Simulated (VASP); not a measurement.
Here is a VASP 6.6.1 calculation.

File POSCAR:

```
BN
1.0
    1.2168272774      0.7025349498      3.2804779200
   -1.2168272774      0.7025349498      3.2804779200
    0.0000000000     -1.4050708722      3.2804779200
B N
1 1
Direct
    0.9996710000      0.9996710000      0.9996710000
    0.3327620000      0.3327620000      0.3327620000
```

The input INCAR.step1:

```
ALGO = Normal
EDIFF = 1E-4
ENCUT = 520
GGA = PE
ISMEAR = 0
LASPH = T
LCHARG = F
LREAL = F
LWAVE = T
NBANDS = 11
NELM = 80
PREC = Accurate
SIGMA = 0.01
```

The input INCAR.step2:

```
ALGO = Normal
EDIFF = 1E-6
ENCUT = 520
ISIF = 2
ISMEAR = 0
ISTART = 1
IVDW = 13
LASPH = T
LCHARG = F
LMIXTAU = T
LREAL = F
LWAVE = F
METAGGA = R2SCAN
NBANDS = 11
NELM = 80
PREC = Accurate
SIGMA = 0.01
VDW_A1 = 0.51559235
VDW_A2 = 5.77342911
VDW_S6 = 1.0
VDW_S8 = 0.6018749
```

The input KPOINTS:

```
k-points
0
Gamma
  10 10 10
```

Potentials or basis: VASP PAW PBE potentials, release 64 (B, N).

Launch:

```bash
$ cat potpaw_PBE.64/B/POTCAR potpaw_PBE.64/N/POTCAR > POTCAR
$ cp INCAR.step1 INCAR
$ mpirun -np 1 vasp_std > vasp.out
$ cp INCAR.step2 INCAR
$ mpirun -np 1 vasp_std > vasp.out
```

Question: Estimate the pressure.

Answer: 22.6 GPa.

Question: What does it give for the dispersion energy per atom?

Answer: -0.073 eV.

Stress tensor (GPa, compression positive):
```
34.07  0.00  0.00
 0.00 34.07  0.00
 0.00  0.00 -0.30
```

Caveat: the PAW data sets were made with another functional, which shifts forces and pressure a little.
